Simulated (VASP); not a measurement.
# TiSi in VASP: a series of runs

TiSi is run at these levels: PBEsol; tasks: single point.

Everything below comes from runs of VASP 6.6.1. Logs are shortened: lines on timing, memory, paths and dates and some standing lists are left out, and cuts for length are marked.

## Step 1: The cell of the first run

The typed cell holds 8 atoms: a = 3.683 Å, b = 7.579 Å, c = 4.036 Å, α = 90.00°, β = 90.00°, γ = 90.00°.

## Step 2: Single point, PBEsol

INCAR reads:

```
SYSTEM = TiSi
PREC     = Accurate       ! precision mode
ENCUT    = 520            ! plane-wave cutoff, eV
EDIFF    = 1E-6           ! SCF threshold, eV
ISMEAR   = 0              ! smearing method
SIGMA    = 0.1            ! smearing width, eV
LREAL    = .False.        ! projectors in reciprocal space
LASPH    = .True.         ! aspherical terms in the spheres
NELM     = 80             ! most SCF steps
ALGO     = Normal         ! electronic algorithm
ISIF     = 2              ! what is computed and relaxed
LWAVE    = .False.        ! write WAVECAR
LCHARG   = .False.        ! write CHGCAR
GGA      = PS             ! functional
NBANDS   = 42             ! bands
```

KPOINTS reads:

```
regular mesh
0
Gamma
  6 4 4
  0 0 0
```

POSCAR reads:

```
TiSi
1.0
    3.6827925114      0.0000000000      0.0000000000
    0.0000000000      7.5794502915      0.0000000000
    0.0000000000      0.0000000000      4.0362060050
Ti Si
4 4
Direct
    0.0000000000      0.5000000000      0.0507385934
    0.5000000000      0.5000000000      0.5506906769
    0.5000000000      0.0000000000      0.5507836400
    0.0000000000      0.0000000000      0.0507731717
    0.0000000000      0.7500034888      0.5507407673
    0.0000000000      0.2499965112      0.5507407673
    0.5000000000      0.2499904267      0.0507661917
    0.5000000000      0.7500095733      0.0507661917
```

Potentials or basis: VASP PAW PBE potentials, release 64 (Ti_sv, Si).

On the command line:

```bash
$ cat potpaw_PBE.64/Ti_sv/POTCAR potpaw_PBE.64/Si/POTCAR > POTCAR
$ mpirun -np 1 vasp_std > vasp.out
```

OUTCAR:

```text
SYSTEM = TiSi
   PREC = Accurate
   ENCUT = 520
   EDIFF = 1E-6
   ISMEAR = 0
   LREAL = .False.
   LASPH = .True.
   NELM = 80
   ISIF = 2
   GGA = PS

 ion  position               nearest neighbor table
   1  0.000  0.500  0.051-   7 2.64   8 2.64   7 2.64   8 2.64   2 2.73   2 2.73   2 2.73   2 2.73
                             6 2.77   5 2.77   5 2.77   6 2.77
   2  0.500  0.500  0.551-   5 2.64   6 2.64   5 2.64   6 2.64   1 2.73   1 2.73   1 2.73   1 2.73
                             7 2.77   8 2.77   8 2.77   7 2.77
   3  0.500  0.000  0.551-   5 2.64   6 2.64   5 2.64   6 2.64   4 2.73   4 2.73   4 2.73   4 2.73
                             8 2.77   7 2.77   7 2.77   8 2.77
   4  0.000  0.000  0.051-   7 2.64   8 2.64   7 2.64   8 2.64   3 2.73   3 2.73   3 2.73   3 2.73
                             5 2.77   6 2.77   5 2.77   6 2.77
   5  0.000  0.750  0.551-   3 2.64   3 2.64   2 2.64   2 2.64   8 2.73   8 2.73   8 2.73   8 2.73
                             4 2.77   1 2.77   1 2.77   4 2.77
   6  0.000  0.250  0.551-   3 2.64   3 2.64   2 2.64   2 2.64   7 2.73   7 2.73   7 2.73   7 2.73
                             4 2.77   1 2.77   1 2.77   4 2.77
   7  0.500  0.250  0.051-   4 2.64   4 2.64   1 2.64   1 2.64   6 2.73   6 2.73   6 2.73   6 2.73
                             2 2.77   3 2.77   3 2.77   2 2.77
   8  0.500  0.750  0.051-   4 2.64   4 2.64   1 2.64   1 2.64   5 2.73   5 2.73   5 2.73   5 2.73
                             2 2.77   3 2.77   3 2.77   2 2.77

  LATTYP: Found a simple orthorhombic cell.
 ALAT       =     3.6827925114
 B/A-ratio  =     1.0959634550
 C/A-ratio  =     2.0580714955

  Lattice vectors:

 A1 = (  -3.6827925114,   0.0000000000,   0.0000000000)
 A2 = (   0.0000000000,   0.0000000000,   4.0362060050)
 A3 = (   0.0000000000,   7.5794502915,   0.0000000000)

Analysis of symmetry for initial positions (statically):
=====================================================================
 Subroutine PRICEL returns:
 Original cell was already a primitive cell.

 Routine SETGRP: Setting up the symmetry group for a
 simple orthorhombic supercell.

 Subroutine GETGRP returns: Found  4 space group operations
 (whereof  4 operations were pure point group operations)
 out of a pool of  8 trial point group operations.

The static configuration has the point symmetry C_2v.

Analysis of symmetry for dynamics (positions and initial velocities):
=====================================================================
 Subroutine PRICEL returns:
 Original cell was already a primitive cell.

 Routine SETGRP: Setting up the symmetry group for a
 simple orthorhombic supercell.

 Subroutine GETGRP returns: Found  4 space group operations
 (whereof  4 operations were pure point group operations)
 out of a pool of  8 trial point group operations.

The dynamic configuration has the point symmetry C_2v.

 Subroutine INISYM returns: Found  4 space group operations
 (whereof  4 operations are pure point group operations),
 and found     1 'primitive' translations

----------------------------------------------------------------------------------------

                                     Primitive cell

  volume of cell :     112.6648

  direct lattice vectors                    reciprocal lattice vectors
     3.682792511  0.000000000  0.000000000     0.271533082  0.000000000  0.000000000
     0.000000000  7.579450291  0.000000000     0.000000000  0.131935689  0.000000000
     0.000000000  0.000000000  4.036206005     0.000000000  0.000000000  0.247757423

  length of vectors
     3.682792511  7.579450291  4.036206005     0.271533082  0.131935689  0.247757423

  position of ions in fractional coordinates (direct lattice)
     0.000000000  0.500000000  0.050738593
     0.500000000  0.500000000  0.550690677
     0.500000000  0.000000000  0.550783640
     0.000000000  0.000000000  0.050773172
     0.000000000  0.750003489  0.550740767
     0.000000000  0.249996511  0.550740767
     0.500000000  0.249990427  0.050766192
     0.500000000  0.750009573  0.050766192

  ion indices of the primitive-cell ions
   primitive index   ion index
                 1           1
                 2           2
                 3           3
                 4           4
                 5           5
                 6           6
                 7           7
                 8           8

----------------------------------------------------------------------------------------

 KPOINTS: regular mesh

Automatic generation of k-mesh.
 Grid dimensions read from file:
 generate k-points for:    6    4    4

 Generating k-lattice:

  Cartesian coordinates                     Fractional coordinates (reciprocal lattice)
     0.045255514  0.000000000  0.000000000     0.166666667  0.000000000  0.000000000
     0.000000000  0.032983922  0.000000000     0.000000000  0.250000000  0.000000000
     0.000000000  0.000000000  0.061939356     0.000000000  0.000000000  0.250000000

  Length of vectors
     0.045255514  0.032983922  0.061939356

  Shift w.r.t. Gamma in fractional coordinates (k-lattice)
     0.000000000  0.000000000  0.000000000

 Subroutine IBZKPT returns following result:
 ===========================================

 Found     36 irreducible k-points:

 Following reciprocal coordinates:
            Coordinates               Weight
  0.000000  0.000000  0.000000      1.000000
  0.166667  0.000000  0.000000      2.000000
  0.333333  0.000000  0.000000      2.000000
  0.500000  0.000000  0.000000      1.000000
  0.000000  0.250000  0.000000      2.000000
  0.166667  0.250000  0.000000      4.000000
[... 16 lines left out ...]
  0.333333  0.500000  0.250000      4.000000
  0.500000  0.500000  0.250000      2.000000
 [... further k-points ...]
   k-points           NKPTS =     36   k-points in BZ     NKDIM =     36   number of bands    NBANDS=     42
   number of dos      NEDOS =    301   number of ions     NIONS =      8
   total plane-waves  NPLWV =  47040
   dimension x,y,z NGX =    28 NGY =   56 NGZ =   30
   dimension x,y,z NGXF=    56 NGYF=  112 NGZF=   60
   ions per type =               4   4
   NGX,Y,Z   is equivalent  to a cutoff of  12.64, 12.28, 12.36 a.u.
   NGXF,Y,Z  is equivalent  to a cutoff of  25.28, 24.57, 24.71 a.u.
 SYSTEM =  TiSi
   PREC   = accura    normal or accurate (medium, high low for compatibility)
   ISTART =      0    job   : 0-new  1-cont  2-samecut
   ICHARG =      2    charge: 1-file 2-atom 10-const
   ISPIN  =      1    spin polarized calculation?
   LNONCOLLINEAR =      F non collinear calculations
   LSORBIT =      F    spin-orbit coupling
   LASPH  =      T    aspherical Exc in radial PAW
   ENCUT  =  520.0 eV  38.22 Ry    6.18 a.u.   6.85 14.09  7.50*2*pi/ulx,y,z
   NELM   =     80;   NELMIN=  2; NELMDL= -5     # of ELM steps
   EDIFF  = 0.1E-05   stopping-criterion for ELM
   LREAL  =      F    real-space projection
   EDIFFG = 0.1E-04   stopping-criterion for IOM
   NSW    =      0    number of steps for IOM
   IBRION =     -1    ionic relax: 0-MD 1-quasi-New 2-CG
   NFREE  =      0    steps in history (QN), initial steepest desc. (CG)
   ISIF   =      2    stress and relaxation
   ISYM   =      2    0-nonsym 1-usesym 2-fastsym
   POTIM  = 0.5000    time-step for ionic-motion
   TEBEG  =    0.0;   TEEND  =   0.0 temperature during run
   PSTRESS=    0.0 pullay stress
   NELECT =      64.0000    total number of electrons
   NUPDOWN=      -1.0000    fix difference up-down
   EMIN   =  10.00;   EMAX   =-10.00  energy-range for DOS
   EFERMI =   0.00;   METHOD = LEGACY
   ISMEAR =     0;   SIGMA  =   0.10  broadening in eV -4-tet -1-fermi 0-gaus
   EFERMI_NEDOS =   21; number of points for ismear=-14 and -15
   IALGO  =     38    algorithm
   IMIX   =      4    mixing-type and parameters
     AMIX     =   0.40;   BMIX     =  1.00
     AMIX_MAG =   1.60;   BMIX_MAG =  1.00
  volume/ion in A,a.u.               =      14.08        95.04
  Fermi-wavevector in a.u.,A,eV,Ry     =   1.355830  2.562148 25.011267  1.838276
  Thomas-Fermi vector in A             =   2.482885
   LORBIT       =      0    0 simple, 1 ext, 2 COOP (PROOUT), +10 PAW based schemes
   GGA     = PS    functional components
   LHFCALC =     F    Hartree Fock is set to
   AEXX    =    0.0000 exact exchange contribution
   IVDW    =     0    specifies the selected vdW correction
   LEPSILON=     F    determine dielectric tensor
   LRPA    =     F    only Hartree local field effects (RPA)
 non-spin polarized calculation
 Gauss-broadening in eV      SIGMA  =   0.10
  energy-cutoff  :      520.00
  volume of cell :      112.66
 maximum number of plane-waves:      3072
 NGX is ok and might be reduce to    28
   NGX = 13   NGY = 29   NGZ = 15

 number of electron      64.0000005 magnetization

 Free energy of the ion-electron system (eV)
  ---------------------------------------------------
  ext. energy  EPLUGINS =         0.00000000
  ---------------------------------------------------
  free energy    TOTEN  =       -61.30954032 eV

  energy without entropy =      -61.28681342  energy(sigma->0) =      -61.29817687

 E-fermi :  10.6037     XC(G=0): -12.0108

 val. band max:       10.5773561367   @ k =   0.0000   0.2500   0.2500
 cond. band min:      10.6037811041   @ k =   0.0000   0.2500   0.5000
 fundamental gap:      0.0264249674
 Fermi energy:        10.6037475774

 k-point     1 :       0.0000    0.0000    0.0000
  band No.  band energies     occupation
      1     -45.8528      2.00000
      2     -45.8507      2.00000
      3     -45.6797      2.00000
      4     -45.6782      2.00000
      5     -22.4327      2.00000
      6     -22.4241      2.00000
[... 34 lines left out ...]
     41      13.3384      0.00000
     42      13.7291      0.00000

 k-point     2 :       0.1667    0.0000    0.0000
  band No.  band energies     occupation
      1     -45.8408      2.00000
      2     -45.8388      2.00000
      3     -45.6908      2.00000
      4     -45.6893      2.00000
      5     -22.4186      2.00000
      6     -22.3828      2.00000
[... 979 lines left out ...]
     41      12.8497      0.00000
     42      12.8498      0.00000

 k-point    24 :       0.5000    0.5000    0.2500
  band No.  band energies     occupation
      1     -45.7634      2.00000
      2     -45.7632      2.00000
      3     -45.7632      2.00000
      4     -45.7630      2.00000
      5     -22.4013      2.00000
      6     -22.4012      2.00000
[... 34 lines left out ...]
     41      13.5997      0.00000
     42      13.5997      0.00000

 [... further k-points ...]
[... 5 lines left out ...]
  --------------------------------------------------------------------------------------
  -------------------------------------------------------------------------------------
  Total       -0.0182106      0.1610961     -0.0561863      0.0000000      0.0000000      0.0000000
  in kB       -0.2589685      2.2909056     -0.7990109      0.0000000      0.0000000      0.0000000
  external PRESSURE =       0.4109754 kB  Pullay stress =       0.0000000 kB

 VOLUME and BASIS-vectors are now :
 -----------------------------------------------------------------------------
  energy-cutoff  :      520.00
  volume of cell :      112.66
      direct lattice vectors                 reciprocal lattice vectors
     3.682792511  0.000000000  0.000000000     0.271533082  0.000000000  0.000000000
     0.000000000  7.579450291  0.000000000     0.000000000  0.131935689  0.000000000
     0.000000000  0.000000000  4.036206005     0.000000000  0.000000000  0.247757423

 POSITION                                       TOTAL-FORCE (eV/Angst)
 -----------------------------------------------------------------------------------
      0.00000      3.78973      0.20479         0.000000      0.000000     -0.001436
      1.84140      3.78973      2.22270         0.000000      0.000000      0.002260
      1.84140      0.00000      2.22308         0.000000      0.000000     -0.000293
      0.00000      0.00000      0.20493         0.000000      0.000000     -0.000291
      0.00000      5.68461      2.22290         0.000000     -0.000394      0.000392
      0.00000      1.89484      2.22290         0.000000      0.000394      0.000392
      1.84140      1.89479      0.20490         0.000000      0.001020     -0.000511
      1.84140      5.68466      0.20490         0.000000     -0.001020     -0.000511
 -----------------------------------------------------------------------------------
    total drift:                                0.000000      0.000000     -0.000013

  FREE ENERGIE OF THE ION-ELECTRON SYSTEM (eV)
  ---------------------------------------------------
  free  energy   TOTEN  =       -61.3095403231 eV

  energy  without entropy=      -61.2868134201  energy(sigma->0) =      -61.29817687
```

Wall time 81 s (1 thread of Intel Xeon 6975P-C (Granite Rapids), shared host); peak memory 0.28 GiB.

Results:

* Free energy: -61.3095 eV
* Pressure: 0.0 GPa
* Band gap on the k mesh: zero (band 32 reaches 11.10 eV, above the bottom of band 33 at 10.00 eV)

Forces on the atoms (eV/Å):
```
Ti   0.000  0.000 -0.001
Ti   0.000  0.000  0.002
Ti   0.000  0.000  0.000
Ti   0.000  0.000  0.000
Si   0.000  0.000  0.000
Si   0.000  0.000  0.000
Si   0.000  0.001 -0.001
Si   0.000 -0.001 -0.001
```

Levels at points of the mesh, in eV from the Fermi level:
```csv
k point,band 29,band 30,band 31,band 32,band 33,band 34,band 35,band 36
"(0.00, 0.00, 0.00)",-1.38,-1.37,-1.07,-0.97,-0.61,0.42,0.82,1.49
"(0.50, 0.00, 0.00)",-2.10,-2.10,-0.07,-0.07,0.13,0.13,0.50,0.50
"(0.00, 0.50, 0.00)",-1.00,-1.00,-0.30,-0.30,0.15,0.15,0.66,0.66
"(0.50, 0.50, 0.00)",-1.48,-1.48,-1.48,-1.48,0.25,0.25,0.25,0.25
"(0.00, 0.00, 0.50)",-1.19,-1.19,0.50,0.50,0.64,0.64,0.85,0.85
"(0.50, 0.00, 0.50)",-1.78,-1.78,-0.79,-0.79,1.32,1.32,1.47,1.47
"(0.00, 0.50, 0.50)",-0.86,-0.86,-0.86,-0.86,0.58,0.58,0.58,0.58
"(0.50, 0.50, 0.50)",-1.03,-1.03,-1.03,-1.03,1.55,1.55,1.55,1.55
```

Caveat: the k points lie up to 0.39 Å⁻¹ apart; the PAW data sets were made with another functional, which shifts forces and pressure a little.

## Step 3: Single point, PBEsol (volume scaled by 0.91, then relaxed in part)

INCAR reads:

```
PREC = Accurate ; ENCUT = 520
EDIFF = 1E-6 ; ISMEAR = 0
SIGMA = 0.1 ; LREAL = False
LASPH = True ; NELM = 100
ALGO = Normal ; ISIF = 2
LWAVE = False ; LCHARG = True
GGA = PS ; LELF = True
LVHAR = True ; NBANDS = 42
```

KPOINTS reads:

```
Automatic mesh
0
Gamma
  10 6 10
```

POSCAR reads:

```
TiSi
1.0
    3.5311290962      0.0000000000      0.0000000000
    0.0000000000      7.4438397920      0.0000000000
    0.0000000000      0.0000000000      3.9139927907
Ti Si
4 4
Direct
    0.0000000000      0.5000000000      0.0507500000
    0.5000000000      0.5000000000      0.5507500000
    0.5000000000      0.0000000000      0.5507500000
    0.0000000000      0.0000000000      0.0507500000
    0.0000000000      0.7500000000      0.5507500000
    0.0000000000      0.2500000000      0.5507500000
    0.5000000000      0.2500000000      0.0507500000
    0.5000000000      0.7500000000      0.0507500000
```

Potentials or basis: VASP PAW PBE potentials, release 64 (Ti_sv, Si).

On the command line:

```bash
$ cat potpaw_PBE.64/Ti_sv/POTCAR potpaw_PBE.64/Si/POTCAR > POTCAR
$ mpirun -np 1 vasp_std > vasp.out
```

It took 6.6 min on 1 thread of AMD EPYC 9R45 (Zen 5), shared host; peak memory 0.5 GiB.

The run converged. Its results:

```yaml
Free_energy: -60.8536 eV
Pressure: 15.9 GPa
Band_gap_on_the_k_mesh: zero (band 32 reaches 12.28 eV, above the bottom of band 33 at 11.03 eV)
```

Stress tensor (GPa, compression positive):
```
15.96  0.00  0.00
 0.00 16.00  0.00
 0.00  0.00 15.87
```

Levels at points of the mesh, in eV from the Fermi level:
| k point | band 28 | band 29 | band 30 | band 31 | band 32 | band 33 | band 34 | band 35 | band 36 | band 37 |
| --- | --- | --- | --- | --- | --- | --- | --- | --- | --- | --- |
| (0.00, 0.00, 0.00) | -2.03 | -1.58 | -1.57 | -1.25 | -1.24 | -0.74 | 0.29 | 1.04 | 1.81 | 2.04 |
| (0.50, 0.00, 0.00) | -2.47 | -2.19 | -2.19 | -0.08 | -0.08 | 0.17 | 0.17 | 0.47 | 0.47 | 1.24 |
| (0.00, 0.50, 0.00) | -1.41 | -1.03 | -1.03 | -0.48 | -0.48 | 0.43 | 0.43 | 0.64 | 0.64 | 1.46 |
| (0.50, 0.50, 0.00) | -2.53 | -1.60 | -1.60 | -1.60 | -1.60 | 0.26 | 0.26 | 0.26 | 0.26 | 2.10 |
| (0.00, 0.00, 0.50) | -2.22 | -1.06 | -1.06 | 0.51 | 0.51 | 0.78 | 0.78 | 0.92 | 0.92 | 0.99 |
| (0.50, 0.00, 0.50) | -2.62 | -1.89 | -1.89 | -0.92 | -0.92 | 1.34 | 1.34 | 1.74 | 1.74 | 1.90 |
| (0.00, 0.50, 0.50) | -1.75 | -0.96 | -0.96 | -0.96 | -0.96 | 0.69 | 0.69 | 0.69 | 0.69 | 1.15 |
| (0.50, 0.50, 0.50) | -3.05 | -1.15 | -1.15 | -1.15 | -1.15 | 1.81 | 1.81 | 1.81 | 1.81 | 2.42 |

Caveat: the PAW data sets were made with another functional, which shifts forces and pressure a little.
